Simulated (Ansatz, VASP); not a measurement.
**CrSi8Mo3: VASP beside Ansatz**

File INCAR:

```
PREC     = Accurate       # precision mode
ENCUT    = 520            # plane-wave cutoff, eV
EDIFF    = 1E-6           # SCF threshold, eV
ISMEAR   = 0              # smearing method
SIGMA    = 0.1            # smearing width, eV
LREAL    = False          # projectors in reciprocal space
LASPH    = True           # aspherical terms in the spheres
NELM     = 100            # most SCF steps
ALGO     = Normal         # electronic algorithm
ISIF     = 2              # what is computed and relaxed
LWAVE    = False          # write WAVECAR
LCHARG   = False          # write CHGCAR
GGA      = PE             # functional
NBANDS   = 55             # bands
```

File KPOINTS:

```
regular mesh
0
Gamma
  4 4 2
```

The input POSCAR:

```
CrSi8Mo3
1.0
    4.5096727000      0.0000000000      0.0000000000
    0.0000000000      4.5096727000      0.0000000000
    0.0000000000      0.0000000000      7.7968965000
Cr Si Mo
1 8 3
Direct
    0.0000000000      0.0000000000      0.5000000000
    0.0000000000      0.5000000000      0.6615480000
    0.0000000000      0.0000000000      0.1702970000
    0.5000000000      0.5000000000      0.1657770000
    0.5000000000      0.0000000000      0.6615480000
    0.0000000000      0.5000000000      0.3384520000
    0.0000000000      0.0000000000      0.8297030000
    0.5000000000      0.5000000000      0.8342230000
    0.5000000000      0.0000000000      0.3384520000
    0.0000000000      0.5000000000      0.0000000000
    0.5000000000      0.5000000000      0.5000000000
    0.5000000000      0.0000000000      0.0000000000
```

Input for Ansatz:

```yaml
crystal:
  lattice:
    - [4.5096727, 0.0, 0.0]
    - [0.0, 4.5096727, 0.0]
    - [0.0, 0.0, 7.7968965]
  atoms:
    - { symbol: Cr, position: [0.0, 0.0, 0.5] }
    - { symbol: Si, position: [0.0, 0.5, 0.661548] }
    - { symbol: Si, position: [0.0, 0.0, 0.170297] }
    - { symbol: Si, position: [0.5, 0.5, 0.165777] }
    - { symbol: Si, position: [0.5, 0.0, 0.661548] }
    - { symbol: Si, position: [0.0, 0.5, 0.338452] }
    - { symbol: Si, position: [0.0, 0.0, 0.829703] }
    - { symbol: Si, position: [0.5, 0.5, 0.834223] }
    - { symbol: Si, position: [0.5, 0.0, 0.338452] }
    - { symbol: Mo, position: [0.0, 0.5, 0.0] }
    - { symbol: Mo, position: [0.5, 0.5, 0.5] }
    - { symbol: Mo, position: [0.5, 0.0, 0.0] }
basis:
  ecutwfc: 420
kpoints:
  mp_grid: { grid: [4, 4, 2] }
hamiltonian:
  xc: pbe
scf:
  occupations: { method: gaussian, width: 0.1 }
  lower_state_search: "off"
output:
  forces: true
  stress: true
  eigenvalues: true
```

Alike in both runs: task single point; functional PBE; k mesh 4 × 4 × 2; occupations gaussian, width 0.1 eV; no spin polarisation.

```csv
,VASP,Ansatz
version,VASP 6.6.1,Ansatz 0.2.0
potentials or method,"VASP PAW PBE potentials, release 64 (Cr_pv, Si, Mo_sv), cutoff 520 eV","scalar-relativistic, plane waves, PAW"
valence electrons in the cell,86,88
```

|  | VASP | Ansatz | Ansatz less VASP |
| --- | --- | --- | --- |
| gap on the k mesh at the Fermi level (eV) | none | none | - |
| pressure (GPa) | 0.2 | 0.1 | -0.10 |
| traceless stress, the component that is largest in VASP (GPa) | 0.44 | 0.45 | +0.012 |
| rms of the force components (eV/Å) | 0.038 | 0.038 | 0.0000 |

Atom by atom the forces differ by 0.003 eV/Å (rms over components). A gap of «none» marks a metal or a gap that the smearing closes. VASP's potentials hold 86 valence electrons a cell and Ansatz's 88, so a difference there can come from the potentials and not from the codes.

The k mesh is coarse, so the values compare programs but aren't converged.
